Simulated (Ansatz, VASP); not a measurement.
# One calculation of ZnSe, two programs

INCAR

```
PREC     = Accurate       # precision mode
ENCUT    = 520            # plane-wave cutoff, eV
EDIFF    = 1E-7           # SCF threshold, eV
ISMEAR   = 0              # smearing method
SIGMA    = 0.05           # smearing width, eV
LREAL    = F              # projectors in reciprocal space
LASPH    = T              # aspherical terms in the spheres
NELM     = 100            # most SCF steps
ALGO     = Normal         # electronic algorithm
ISIF     = 2              # what is computed and relaxed
LWAVE    = F              # write WAVECAR
LCHARG   = F              # write CHGCAR
GGA      = PE             # functional
NBANDS   = 16             # bands
```

Contents of KPOINTS:

```
regular mesh
0
Gamma
  10 10 10
```

Contents of POSCAR:

```
ZnSe
1.0
    0.0000000000      2.7869568157      3.0201092498
    3.0201092498      0.0000000000      3.0201092498
    3.0201092498      2.7869568157      0.0000000000
Zn Se
1 1
Direct
    0.0000000000      0.0000000000      0.0000000000
    0.7500000000      0.7500000000      0.7500000000
```

Input for Ansatz:

```yaml
crystal:
  lattice:
    - [0.0, 2.7869568157, 3.0201092498]
    - [3.0201092498, 0.0, 3.0201092498]
    - [3.0201092498, 2.7869568157, 0.0]
  atoms:
    - { symbol: Zn, position: [0.0, 0.0, 0.0] }
    - { symbol: Se, position: [0.75, 0.75, 0.75] }
basis:
  ecutwfc: 520.0
kpoints:
  mp_grid: { grid: [10, 10, 10] }
hamiltonian:
  xc: pbe
  pseudopotentials: { kind: paw, azcp: { folder: soft_1 } }
scf:
  occupations: { method: gaussian, width: 0.05 }
output:
  forces: true
  stress: true
  eigenvalues: true
```

Alike in both runs: task single point; functional PBE; k mesh 10 × 10 × 10; occupations gaussian, width 0.05 eV; no spin polarisation.

|  | VASP | Ansatz |
| --- | --- | --- |
| version | VASP 6.6.1 | Ansatz 0.2.0 |
| potentials or method | VASP PAW PBE potentials, release 64 (Zn, Se), cutoff 520 eV | scalar-relativistic, plane waves, PAW |
| valence electrons in the cell | 18 | 28 |

|  | VASP | Ansatz | Ansatz less VASP |
| --- | --- | --- | --- |
| gap on the k mesh at the Fermi level (eV) | 0.69 | 0.69 | -0.001 |
| least direct gap on the mesh (eV) | 0.69 | 0.69 | -0.001 |
| pressure (GPa) | -3.6 | -3.7 | -0.15 |
| traceless stress, the component that is largest in VASP (GPa) | 1.65 | 1.67 | +0.012 |

With one functional, cell and mesh, what is left measures potentials, basis and numerics. VASP's potentials hold 18 valence electrons a cell and Ansatz's 28, so a difference there can come from the potentials and not from the codes.
